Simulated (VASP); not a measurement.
The system is NbInS4.

```
CELL_PARAMETERS angstrom
4.57228 0.00000 0.00000
-2.28614 3.95971 0.00000
0.00000 0.00000 5.91471
ATOMIC_POSITIONS crystal
Nb 0.00000 0.00000 0.00000
In 0.00000 0.00000 0.50000
S 0.33333 0.66667 0.20454
S 0.66667 0.33333 0.20454
S 0.66667 0.33333 0.79546
S 0.33333 0.66667 0.79546
```

The cell was generated, and may not be a known phase.

| Quantity | Value |
| --- | --- |
| Program | VASP 6.6.1 |
| Task | relaxation of cell and atoms |
| Functional | PBE |
| Potentials or basis | VASP PAW PBE potentials, release 64 (Nb_sv, In_d, S) |
| Cutoff | 600 eV |
| k mesh | 6 × 6 × 4 |
| Occupations | gaussian, width 0.1 eV |
| Spin | no spin polarisation |

At the start: pressure -0.3 GPa; volume 17.85 Å³/atom.

Task: Where does the relaxation end?

Result: Over 7 steps the energy falls by 18.6 meV/atom and the volume is 18.15 Å³/atom (+1.7 %); space group P6/mmm (No. 191, to 0.1 Å) before and after.

The path:
```csv
step,energy change (eV),largest force (eV/Å),pressure (GPa),volume (Å³)
1,0.0000,0.0061,-0.30,107.09
2,-0.0686,0.2509,0.05,106.52
3,-0.0692,0.2797,0.14,106.43
4,-0.0692,0.2721,0.11,106.45
5,-0.0823,0.2056,0.32,106.59
6,-0.1035,0.0191,1.15,107.01
7,-0.1115,0.0379,-0.07,108.89
```

Final structure:
```
Nb In S
1.0
     4.49815    0.00000    0.00000
    -2.24907    3.89551    0.00000
     0.00000    0.00000    6.21445
Nb In S
1 1 4
Direct
  0.00000 0.00000 0.00000
  0.00000 0.00000 0.50000
  0.33333 0.66667 0.19395
  0.66667 0.33333 0.19395
  0.66667 0.33333 0.80605
  0.33333 0.66667 0.80605
```
